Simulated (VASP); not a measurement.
Input of a VASP 6.6.1 run:

INCAR

```
SYSTEM = In
ALGO     = Normal         ! electronic algorithm
EDIFF    = 1E-6           ! SCF threshold, eV
ENCUT    = 520            ! plane-wave cutoff, eV
GGA      = PS             ! functional
ISIF     = 2              ! what is computed and relaxed
ISMEAR   = -1             ! smearing method
IVDW     = 12             ! dispersion correction
LASPH    = .True.         ! aspherical terms in the spheres
LCHARG   = .True.         ! write CHGCAR
LELF     = .True.         ! ELF
LREAL    = .False.        ! projectors in reciprocal space
LVHAR    = .True.       
LWAVE    = .False.        ! write WAVECAR
NBANDS   = 20             ! bands
NELM     = 60             ! most SCF steps
PREC     = Accurate       ! precision mode
SIGMA    = 0.1            ! smearing width, eV
```

The input KPOINTS:

```
k-points
0
Gamma
  7 7 4
  0 0 0
```

The input POSCAR:

```
In
1.0
    3.3215900000     -0.1127500000      0.0595700000
   -1.7584400000      2.9742900000     -0.1081400000
    0.0984000000     -0.1494400000      5.4680500000
In
2
Direct
    0.3308000000      0.6710100000      0.2479600000
    0.6666000000      0.3237000000      0.7510000000
```

Potentials or basis: VASP PAW PBE potentials, release 64 (In_d).

Run with:

```sh
$ cat potpaw_PBE.64/In_d/POTCAR > POTCAR
$ mpirun -np 1 vasp_std > vasp.out
```

(1) What does it give for the dispersion energy per atom?

(2) Estimate the largest force.

Answers

(1) -0.355 eV.

(2) 0.030 eV/Å.

Caveat: the cell stands under tension; the PAW data sets were made with another functional, which shifts forces and pressure a little.
